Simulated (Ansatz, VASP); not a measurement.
One calculation of Mo, two programs

The input INCAR:

```
SYSTEM = Mo
ALGO = Fast ; EDIFF = 1E-7
ENCUT = 520 ; GGA = PE
ISIF = 2 ; ISMEAR = 0
LASPH = .True. ; LCHARG = .False.
LREAL = .False. ; LWAVE = .False.
NBANDS = 13 ; NELM = 80
PREC = Accurate ; SIGMA = 0.15
```

File KPOINTS:

```
k-points
0
Gamma
  22 22 22
  0 0 0
```

The input POSCAR:

```
Mo
1.0
   -1.5710000000      1.5710000000      1.5474350000
    1.5710000000     -1.5710000000      1.5474350000
    1.5710000000      1.5710000000     -1.5474350000
Mo
1
Direct
    0.0000000000      0.0000000000      0.0000000000
```

Input for Ansatz:

```yaml
crystal:
  lattice:
    - [-1.571, 1.571, 1.547435]
    - [1.571, -1.571, 1.547435]
    - [1.571, 1.571, -1.547435]
  atoms:
    - { symbol: Mo, position: [0.0, 0.0, 0.0] }
basis:
  ecutwfc: 420
kpoints:
  mp_grid: { grid: [22, 22, 22] }
hamiltonian:
  xc: pbe
scf:
  occupations: { method: gaussian, width: 0.15 }
output:
  forces: true
  stress: true
  eigenvalues: true
```

Change from the starting cell: strain +0.000 along x and y, -0.015 along z, atoms carried along.

Alike in both runs: task single point; functional PBE; k mesh 22 × 22 × 22; occupations gaussian, width 0.15 eV; no spin polarisation.

|  | VASP | Ansatz |
| --- | --- | --- |
| version | VASP 6.6.1 | Ansatz 0.2.0 |
| potentials or method | VASP PAW PBE potentials, release 64 (Mo_sv), cutoff 520 eV | scalar-relativistic, plane waves, PAW |
| valence electrons in the cell | 14 | 14 |

VASP gave:

```
gap on the k mesh at the Fermi level (eV)                     : none
pressure (GPa)                                                : 9.8
traceless stress, the component that is largest in VASP (GPa) : 3.26
```

**Question.** Estimate Ansatz's values.

**Answer.** gap on the k mesh at the Fermi level (eV): none; pressure (GPa): 9.2; traceless stress, the component that is largest in VASP (GPa): 3.26.

A gap of «none» marks a metal or a gap that the smearing closes. The functional is the same, so the differences come from potentials, cutoffs and numerics.
